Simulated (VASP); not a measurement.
# Pb (Fm-3m) in VASP: notebook

The runs below take Pb through single point, with r2SCAN.

Program: VASP 6.6.1. These are calculated values, not measurements. Logs are shortened: lines on timing, memory, paths and dates and some standing lists are left out, and cuts for length are marked.

### 1 The cell of the first run

It takes space group Fm-3m (No. 225, cubic). The conventional cell has a = 5.030 Å, b = 5.030 Å, c = 5.030 Å, α = 90.00°, β = 90.00°, γ = 90.00°. Within 4.7 Å of Pb (site symmetry m-3m) lie 12 Pb at 3.56 Å.

### 2 Single point, r2SCAN

POSCAR

```
Pb
1.0
    0.0000000000      2.5148540405      2.5148540405
    2.5148540405      0.0000000000      2.5148540405
    2.5148540405      2.5148540405      0.0000000000
Pb
1
Direct
    0.0000000000      0.0000000000      0.0000000000
```

INCAR.step1

```
ALGO     = Normal         # electronic algorithm
EDIFF    = 1E-4           # SCF threshold, eV
ENCUT    = 520            # plane-wave cutoff, eV
GGA      = PE             # functional
ISMEAR   = 0              # smearing method
LASPH    = True           # aspherical terms in the spheres
LCHARG   = False          # write CHGCAR
LREAL    = False          # projectors in reciprocal space
LWAVE    = True           # write WAVECAR
NBANDS   = 13             # bands
NELM     = 60             # most SCF steps
PREC     = Accurate       # precision mode
SIGMA    = 0.05           # smearing width, eV
```

INCAR.step2

```
ALGO     = Normal         # electronic algorithm
EDIFF    = 1E-6           # SCF threshold, eV
ENCUT    = 520            # plane-wave cutoff, eV
ISIF     = 2              # what is computed and relaxed
ISMEAR   = 0              # smearing method
ISTART   = 1            
LASPH    = True           # aspherical terms in the spheres
LCHARG   = False          # write CHGCAR
LMIXTAU  = True         
LREAL    = False          # projectors in reciprocal space
LWAVE    = False          # write WAVECAR
METAGGA  = R2SCAN         # meta-GGA
NBANDS   = 13             # bands
NELM     = 60             # most SCF steps
PREC     = Accurate       # precision mode
SIGMA    = 0.05           # smearing width, eV
```

KPOINTS

```
k-points
0
Gamma
  14 14 14
```

Potentials or basis: VASP PAW PBE potentials, release 64 (Pb_d).

The run is started by

```bash
cat potpaw_PBE.64/Pb_d/POTCAR > POTCAR
cp INCAR.step1 INCAR
mpirun -np 1 vasp_std > vasp.out
cp INCAR.step2 INCAR
mpirun -np 1 vasp_std > vasp.out
```

OUTCAR:

```text
EDIFF = 1E-6
   ENCUT = 520
   ISIF = 2
   ISMEAR = 0
   ISTART = 1
   LASPH = True
   LREAL = False
   METAGGA = R2SCAN
   NELM = 60
   PREC = Accurate

 ion  position               nearest neighbor table
   1  0.000  0.000  0.000-

  LATTYP: Found a face centered cubic cell.
 ALAT       =     5.0297080810

  Lattice vectors:

 A1 = (   0.0000000000,   2.5148540405,   2.5148540405)
 A2 = (   2.5148540405,   0.0000000000,   2.5148540405)
 A3 = (   2.5148540405,   2.5148540405,   0.0000000000)

Analysis of symmetry for initial positions (statically):
=====================================================================
 Subroutine PRICEL returns:
 Original cell was already a primitive cell.

 Routine SETGRP: Setting up the symmetry group for a
 face centered cubic supercell.

 Subroutine GETGRP returns: Found 48 space group operations
 (whereof 48 operations were pure point group operations)
 out of a pool of 48 trial point group operations.

The static configuration has the point symmetry O_h .

Analysis of symmetry for dynamics (positions and initial velocities):
=====================================================================
 Subroutine PRICEL returns:
 Original cell was already a primitive cell.

 Routine SETGRP: Setting up the symmetry group for a
 face centered cubic supercell.

 Subroutine GETGRP returns: Found 48 space group operations
 (whereof 48 operations were pure point group operations)
 out of a pool of 48 trial point group operations.

The dynamic configuration has the point symmetry O_h .

 Subroutine INISYM returns: Found 48 space group operations
 (whereof 48 operations are pure point group operations),
 and found     1 'primitive' translations

----------------------------------------------------------------------------------------

                                     Primitive cell

  volume of cell :      31.8103

  direct lattice vectors                    reciprocal lattice vectors
     0.000000000  2.514854040  2.514854040    -0.198818696  0.198818696  0.198818696
     2.514854040  0.000000000  2.514854040     0.198818696 -0.198818696  0.198818696
     2.514854040  2.514854040  0.000000000     0.198818696  0.198818696 -0.198818696

  length of vectors
     3.556540691  3.556540691  3.556540691     0.344364082  0.344364082  0.344364082

  position of ions in fractional coordinates (direct lattice)
     0.000000000  0.000000000  0.000000000

  ion indices of the primitive-cell ions
   primitive index   ion index
                 1           1

----------------------------------------------------------------------------------------

 KPOINTS: k-points

Automatic generation of k-mesh.
 Grid dimensions read from file:
 generate k-points for:   14   14   14

 Generating k-lattice:

  Cartesian coordinates                     Fractional coordinates (reciprocal lattice)
    -0.014201335  0.014201335  0.014201335     0.071428571  0.000000000  0.000000000
     0.014201335 -0.014201335  0.014201335     0.000000000  0.071428571  0.000000000
     0.014201335  0.014201335 -0.014201335     0.000000000  0.000000000  0.071428571

  Length of vectors
     0.024597434  0.024597434  0.024597434

  Shift w.r.t. Gamma in fractional coordinates (k-lattice)
     0.000000000  0.000000000  0.000000000

 Subroutine IBZKPT returns following result:
 ===========================================

 Found    104 irreducible k-points:

 Following reciprocal coordinates:
            Coordinates               Weight
  0.000000  0.000000  0.000000      1.000000
  0.071429  0.000000  0.000000      8.000000
  0.142857  0.000000  0.000000      8.000000
  0.214286  0.000000  0.000000      8.000000
  0.285714  0.000000  0.000000      8.000000
  0.357143  0.000000  0.000000      8.000000
[... 16 lines left out ...]
  0.214286  0.142857  0.000000     24.000000
  0.285714  0.142857  0.000000     24.000000
 [... further k-points ...]
   k-points           NKPTS =    104   k-points in BZ     NKDIM =    104   number of bands    NBANDS=     13
   number of dos      NEDOS =    301   number of ions     NIONS =      1
   total plane-waves  NPLWV =  21952
   dimension x,y,z NGX =    28 NGY =   28 NGZ =   28
   dimension x,y,z NGXF=    56 NGYF=   56 NGZF=   56
   ions per type =               1
   NGX,Y,Z   is equivalent  to a cutoff of  13.09, 13.09, 13.09 a.u.
   NGXF,Y,Z  is equivalent  to a cutoff of  26.18, 26.18, 26.18 a.u.
 SYSTEM =  unknown system
   PREC   = accura    normal or accurate (medium, high low for compatibility)
   ISTART =      1    job   : 0-new  1-cont  2-samecut
   ICHARG =      0    charge: 1-file 2-atom 10-const
   ISPIN  =      1    spin polarized calculation?
   LNONCOLLINEAR =      F non collinear calculations
   LSORBIT =      F    spin-orbit coupling
   LASPH  =      T    aspherical Exc in radial PAW
   ENCUT  =  520.0 eV  38.22 Ry    6.18 a.u.   6.61  6.61  6.61*2*pi/ulx,y,z
   NELM   =     60;   NELMIN=  2; NELMDL=  0     # of ELM steps
   EDIFF  = 0.1E-05   stopping-criterion for ELM
   LREAL  =      F    real-space projection
   EDIFFG = 0.1E-04   stopping-criterion for IOM
   NSW    =      0    number of steps for IOM
   IBRION =     -1    ionic relax: 0-MD 1-quasi-New 2-CG
   NFREE  =      0    steps in history (QN), initial steepest desc. (CG)
   ISIF   =      2    stress and relaxation
   ISYM   =      2    0-nonsym 1-usesym 2-fastsym
   POTIM  = 0.5000    time-step for ionic-motion
   TEBEG  =    0.0;   TEEND  =   0.0 temperature during run
   PSTRESS=    0.0 pullay stress
   NELECT =      14.0000    total number of electrons
   NUPDOWN=      -1.0000    fix difference up-down
   EMIN   =  10.00;   EMAX   =-10.00  energy-range for DOS
   EFERMI =   0.00;   METHOD = LEGACY
   ISMEAR =     0;   SIGMA  =   0.05  broadening in eV -4-tet -1-fermi 0-gaus
   EFERMI_NEDOS =   21; number of points for ismear=-14 and -15
   IALGO  =     38    algorithm
   IMIX   =      4    mixing-type and parameters
     AMIX     =   0.40;   BMIX     =  1.00
     AMIX_MAG =   1.60;   BMIX_MAG =  1.00
  volume/ion in A,a.u.               =      31.81       214.67
  Fermi-wavevector in a.u.,A,eV,Ry     =   1.245264  2.353208 21.098311  1.550682
  Thomas-Fermi vector in A             =   2.379494
   LORBIT       =      0    0 simple, 1 ext, 2 COOP (PROOUT), +10 PAW based schemes
   METAGGA = R2SCAN    functional components
   LHFCALC =     F    Hartree Fock is set to
   AEXX    =    0.0000 exact exchange contribution
   IVDW    =     0    specifies the selected vdW correction
   LEPSILON=     F    determine dielectric tensor
   LRPA    =     F    only Hartree local field effects (RPA)
 non-spin polarized calculation
 Gauss-broadening in eV      SIGMA  =   0.05
  energy-cutoff  :      520.00
  volume of cell :       31.81
 maximum number of plane-waves:       881
   NGX = 13   NGY = 13   NGZ = 13

 number of electron      14.0000003 magnetization

 Free energy of the ion-electron system (eV)
  ---------------------------------------------------
  ext. energy  EPLUGINS =         0.00000000
  ---------------------------------------------------
  free energy    TOTEN  =       -56.28171305 eV

  energy without entropy =      -56.28086046  energy(sigma->0) =      -56.28128675

 E-fermi :   6.7190     XC(G=0): -10.6676

 val. band max:        6.7030785722   @ k =   0.3571   0.2143   0.0000
 cond. band min:       6.7293100108   @ k =   0.3571   0.2857   0.0000
 fundamental gap:      0.0262314385
 Fermi energy:         6.7189706832

 k-point     1 :       0.0000    0.0000    0.0000
  band No.  band energies     occupation
      1     -10.9921      2.00000
      2     -10.9921      2.00000
      3     -10.9921      2.00000
      4     -10.8643      2.00000
      5     -10.8643      2.00000
      6      -5.2705      2.00000
      7      14.0362      0.00000
      8      14.0362      0.00000
      9      14.0362      0.00000
     10      17.0816      0.00000
     11      18.3534      0.00000
     12      19.4499      0.00000
     13      19.4499      0.00000

 k-point     2 :       0.0714    0.0000    0.0000
  band No.  band energies     occupation
      1     -10.9922      2.00000
      2     -10.9853      2.00000
      3     -10.9853      2.00000
      4     -10.8647      2.00000
      5     -10.8647      2.00000
      6      -5.1723      2.00000
      7      12.8876      0.00000
      8      13.9133      0.00000
      9      13.9133      0.00000
     10      16.7765      0.00000
     11      18.8910      0.00000
     12      19.6687      0.00000
     13      19.6687      0.00000

 k-point     3 :       0.1429    0.0000    0.0000
  band No.  band energies     occupation
      1     -10.9929      2.00000
      2     -10.9697      2.00000
      3     -10.9696      2.00000
      4     -10.8620      2.00000
      5     -10.8620      2.00000
      6      -4.8781      2.00000
      7      10.7437      0.00000
      8      13.6004      0.00000
      9      13.6004      0.00000
     10      16.4089      0.00000
     11      19.8350      0.00000
     12      20.1530      0.00000
     13      20.1530      0.00000
[... 305 lines left out ...]
 k-point    23 :       0.2143    0.1429    0.0000
  band No.  band energies     occupation
      1     -11.0291      2.00000
      2     -10.9264      2.00000
      3     -10.9194      2.00000
      4     -10.8981      2.00000
      5     -10.8279      2.00000
      6      -4.3900      2.00000
      7       9.9376      0.00000
      8      11.8235      0.00000
      9      12.1122      0.00000
     10      15.6857      0.00000
     11      16.8329      0.00000
     12      21.1769      0.00000
     13      22.3096      0.00000

 k-point    24 :       0.2857    0.1429    0.0000
  band No.  band energies     occupation
      1     -11.0291      2.00000
      2     -10.9383      2.00000
      3     -10.9124      2.00000
      4     -10.8729      2.00000
      5     -10.7992      2.00000
      6      -3.8454      2.00000
      7       7.9212      0.00000
      8      11.4099      0.00000
      9      11.6287      0.00000
     10      15.5679      0.00000
     11      17.1201      0.00000
     12      20.7140      0.00000
     13      21.6134      0.00000

 [... further k-points ...]

------------------------ aborting loop because EDIFF is reached ----------------------------------------

  FORCE on cell =-STRESS in cart. coord.  units (eV):
  Direction    XX          YY          ZZ          XY          YZ          ZX
  --------------------------------------------------------------------------------------
  -------------------------------------------------------------------------------------
  Total       -0.1707246     -0.1707246     -0.1707246     -0.0000000      0.0000000     -0.0000000
  in kB       -8.5988099     -8.5988099     -8.5988099     -0.0000000      0.0000000     -0.0000000
  external PRESSURE =      -8.5988099 kB  Pullay stress =       0.0000000 kB

 VOLUME and BASIS-vectors are now :
 -----------------------------------------------------------------------------
  energy-cutoff  :      520.00
  volume of cell :       31.81
      direct lattice vectors                 reciprocal lattice vectors
     0.000000000  2.514854040  2.514854040    -0.198818696  0.198818696  0.198818696
     2.514854040  0.000000000  2.514854040     0.198818696 -0.198818696  0.198818696
     2.514854040  2.514854040  0.000000000     0.198818696  0.198818696 -0.198818696

 POSITION                                       TOTAL-FORCE (eV/Angst)
 -----------------------------------------------------------------------------------
      0.00000      0.00000      0.00000        -0.000000     -0.000000     -0.000000
 -----------------------------------------------------------------------------------
    total drift:                               -0.000000     -0.000000     -0.000000

  FREE ENERGIE OF THE ION-ELECTRON SYSTEM (eV)
  ---------------------------------------------------
  free  energy   TOTEN  =       -56.2817130458 eV

  energy  without entropy=      -56.2808604618  energy(sigma->0) =      -56.28128675
```

Wall time 4.3 min (1 thread of AMD EPYC 7R13 (Zen 3), shared host); peak memory 0.16 GiB.

Results:

| Quantity | Value |
| --- | --- |
| Free energy | -56.2817 eV |
| Pressure | -0.9 GPa |
| Band gap on the k mesh | zero (band 7 reaches 14.04 eV, above the bottom of band 8 at 5.21 eV) |

Caveat: the PAW data sets were made with another functional, which shifts forces and pressure a little; spin-orbit coupling is left out, which moves the levels of the heavy elements.

(Part 1 of 2 ends here.)
